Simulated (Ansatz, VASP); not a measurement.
## Sn in VASP and in Ansatz

INCAR

```
PREC = Accurate ; ENCUT = 520
EDIFF = 1E-6 ; ISMEAR = 0
SIGMA = 0.1 ; LREAL = False
LASPH = True ; NELM = 80
ALGO = Normal ; ISIF = 2
LWAVE = False ; LCHARG = False
GGA = PE ; NBANDS = 58
```

The input KPOINTS:

```
Automatic mesh
0
Gamma
  8 8 1
```

Contents of POSCAR:

```
Sn
1.0
    4.7067117294      0.0000000000      0.0000000000
    0.0000000000      4.7067117294      0.0000000000
    0.0000000000      0.0000000000     14.9844433429
Sn
7
Direct
    0.0000000000      0.0000000000      0.1668396979
    0.5000000000      0.0000000000      0.2778931319
    0.5000000000      0.5000000000      0.3889465660
    0.0000000000      0.5000000000      0.5000000000
    0.0000000000      0.0000000000      0.6110534340
    0.5000000000      0.0000000000      0.7221068681
    0.5000000000      0.5000000000      0.8331603021
```

Input for Ansatz:

```yaml
crystal:
  lattice:
    - [4.7067117294, 0.0, 0.0]
    - [0.0, 4.7067117294, 0.0]
    - [0.0, 0.0, 14.9844433429]
  atoms:
    - { symbol: Sn, position: [0.0, 0.0, 0.1668396979] }
    - { symbol: Sn, position: [0.5, 0.0, 0.2778931319] }
    - { symbol: Sn, position: [0.5, 0.5, 0.388946566] }
    - { symbol: Sn, position: [0.0, 0.5, 0.5] }
    - { symbol: Sn, position: [0.0, 0.0, 0.611053434] }
    - { symbol: Sn, position: [0.5, 0.0, 0.7221068681] }
    - { symbol: Sn, position: [0.5, 0.5, 0.8331603021] }
basis:
  ecutwfc: 420
kpoints:
  mp_grid: { grid: [8, 8, 1] }
hamiltonian:
  xc: pbe
scf:
  occupations: { method: gaussian, width: 0.1 }
output:
  forces: true
  stress: true
  eigenvalues: true
```

Alike in both runs: task single point; functional PBE; k mesh 8 × 8 × 1; occupations gaussian, width 0.1 eV; no spin polarisation.

```csv
,VASP,Ansatz
version,VASP 6.6.1,Ansatz 0.2.0
potentials or method,"VASP PAW PBE potentials, release 64 (Sn_d), cutoff 520 eV","scalar-relativistic, plane waves, PAW"
valence electrons in the cell,98,98
```

|  | VASP | Ansatz | Ansatz less VASP |
| --- | --- | --- | --- |
| gap on the k mesh at the Fermi level (eV) | none | none | - |
| rms of the force components (eV/Å) | 0.058 | 0.057 | -0.0009 |

Atom by atom the forces differ by 0.001 eV/Å (rms over components). A gap of «none» marks a metal or a gap that the smearing closes.
